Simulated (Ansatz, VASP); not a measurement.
**Two plane-wave programs on CaZn23S24**

```
Zn Ca S
1.0
     7.61592    0.00000    0.00000
    -3.80796    6.59558    0.00000
     0.00000    0.00000   18.67874
Zn Ca S
23 1 24
Direct
  0.16168 0.33832 0.83836
  0.16168 0.82335 0.83836
  0.67665 0.33832 0.83836
  0.66667 0.83333 0.83261
  0.33333 0.16667 0.33356
  0.33212 0.66606 0.33049
  0.83394 0.16788 0.33049
  0.83394 0.66606 0.33049
  0.33412 0.66706 0.66487
  0.83294 0.16588 0.66487
  0.83294 0.66706 0.66487
  0.16810 0.33190 0.16676
  0.16810 0.83619 0.16676
  0.66381 0.33190 0.16676
  0.66667 0.83333 0.16652
  0.99530 0.99765 0.49512
  0.00000 0.50000 0.49852
  0.50235 0.99765 0.49512
  0.50235 0.50470 0.49512
  0.99932 0.99966 0.00024
  0.00000 0.50000 0.00651
  0.50034 0.99966 0.00024
  0.50034 0.50068 0.00024
  0.33333 0.16667 0.67572
  0.16387 0.33613 0.96233
  0.16387 0.82775 0.96233
  0.67225 0.33613 0.96233
  0.66667 0.83333 0.95733
  0.33333 0.16667 0.45761
  0.33053 0.66527 0.45455
  0.83473 0.16947 0.45455
  0.83473 0.66527 0.45455
  0.33333 0.16667 0.81433
  0.33223 0.66612 0.79076
  0.83388 0.16777 0.79076
  0.83388 0.66612 0.79076
  0.16770 0.33230 0.29079
  0.16770 0.83540 0.29079
  0.66460 0.33230 0.29079
  0.66667 0.83333 0.29062
  0.97833 0.98917 0.61847
  0.00000 0.50000 0.62389
  0.51083 0.98917 0.61847
  0.51083 0.52167 0.61847
  0.99937 0.99968 0.12498
  0.00000 0.50000 0.12960
  0.50032 0.99968 0.12498
  0.50032 0.50063 0.12498
```

Alike in both runs: functional PBE; k mesh 3 × 3 × 1; occupations fermi-dirac, width 0.01 eV; no spin polarisation.

Ansatz relaxed the structure, and its values are those at the end. VASP's run is a single point on that final structure, the one shown.

|  | VASP | Ansatz |
| --- | --- | --- |
| version | VASP 6.6.1 | Ansatz 0.2.0 |
| potentials or method | VASP PAW PBE potentials, release 64 (Zn, Ca_sv, S) | plane-wave PAW, scalar-relativistic |
| plane-wave cutoff (eV) | 520 | 420 |
| valence electrons in the cell | 430 | 430 |

Ansatz gave:

| Item | Value |
| --- | --- |
| gap on the k mesh at the Fermi level (eV) | 2.21 |
| pressure (GPa) | 3.8 |
| rms of the force components (eV/Å) | 0.005 |

Question: What did VASP give for the same quantities?

Answer: gap on the k mesh at the Fermi level (eV): 2.22; pressure (GPa): 3.9; rms of the force components (eV/Å): 0.006.

With one functional, cell and mesh, what is left measures potentials, basis and numerics. Ansatz's warnings: stress scf threshold loose.
